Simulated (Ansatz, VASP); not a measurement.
**SnO2: VASP beside Ansatz**

```
Sn O
1.0
     4.11153    0.00000    0.00000
     0.00000    4.63903    0.00000
     0.00000    0.00000    3.13377
Sn O
2 4
Direct
  0.50000 0.50000 0.50000
  0.00000 0.00000 0.00000
  0.25697 0.34852 0.00000
  0.75697 0.15148 0.50000
  0.24303 0.84852 0.50000
  0.74303 0.65148 0.00000
```

Change from the starting cell: volume 9.962 Å^3 an atom, stretch along a over the lengths across it, relative to the relaxed cell 0.8864.

Alike in both runs: functional LDA; k mesh 6 × 6 × 10; occupations gaussian, width 0.05 eV; no spin polarisation.

Ansatz relaxed the structure, and its values are those at the end. VASP's run is a single point on that final structure, the one shown.

|  | VASP | Ansatz |
| --- | --- | --- |
| version | VASP 6.6.1 | Ansatz 0.2.0 |
| potentials or method | VASP PAW LDA potentials, release 64 (Sn_d, O), cutoff 520 eV | scalar-relativistic, plane waves, PAW |
| valence electrons in the cell | 52 | 52 |

VASP gave:

```
gap on the k mesh at the Fermi level (eV) : 3.02
least direct gap on the mesh (eV)         : 3.05
rms of the force components (eV/Å)        : 0.013
```

Question: What did Ansatz give for the same quantities?

Answer: gap on the k mesh at the Fermi level (eV): 2.99; least direct gap on the mesh (eV): 3.01; rms of the force components (eV/Å): 0.002.

LDA's correlation is that of Perdew and Zunger in VASP and of Perdew and Wang (1992) in Ansatz. Ansatz's warnings: stress scf threshold loose.
